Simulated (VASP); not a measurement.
A run of VASP 6.6.1 is set up as follows.

File INCAR:

```
SYSTEM = PtSe2
ALGO     = Normal         ! electronic algorithm
EDIFF    = 1E-6           ! SCF threshold, eV
ENCUT    = 520            ! plane-wave cutoff, eV
GGA      = PS             ! functional
ISIF     = 2              ! what is computed and relaxed
ISMEAR   = -1             ! smearing method
LASPH    = .True.         ! aspherical terms in the spheres
LCHARG   = .False.        ! write CHGCAR
LDAU     = .True.         ! DFT+U
LDAUJ    = 0 0          
LDAUL    = 2 -1           ! shell
LDAUPRINT= 1            
LDAUTYPE = 2            
LDAUU    = 6 0            ! U, eV
LMAXMIX  = 4              ! l up to which the mixer works
LREAL    = .False.        ! projectors in reciprocal space
LWAVE    = .False.        ! write WAVECAR
NBANDS   = 18             ! bands
NELM     = 150            ! most SCF steps
PREC     = Accurate       ! precision mode
SIGMA    = 0.05           ! smearing width, eV
```

The input KPOINTS:

```
k-points
0
Gamma
  8 8 5
  0 0 0
```

Contents of POSCAR:

```
PtSe2
1.0
    3.7240000000      0.0000000000      0.0000000000
   -1.8620000000      3.2250786037      0.0000000000
    0.0000000000      0.0000000000      5.0620000000
Pt Se
1 2
Direct
    0.0000000000      0.0000000000      0.0000000000
    0.6666666667      0.3333333333      0.7500000000
    0.3333333333      0.6666666667      0.2500000000
```

Potentials or basis: VASP PAW PBE potentials, release 64 (Pt, Se).

The run is started by

```sh
$ cat potpaw_PBE.64/Pt/POTCAR potpaw_PBE.64/Se/POTCAR > POTCAR
$ mpirun -np 1 vasp_std > vasp.out
```

(1) Predict the largest force.

(2) Estimate the pressure.

(3) What does it give for the band gap on the k mesh?

## Answers

(1) 0.016 eV/Å.

(2) -2.1 GPa.

(3) zero (band 11 reaches 6.67 eV, above the bottom of band 12 at 6.09 eV).

Caveat: the PAW data sets were made with another functional, which shifts forces and pressure a little; spin-orbit coupling is left out, which moves the levels of the heavy elements; U without spin polarisation on a metal has little footing.
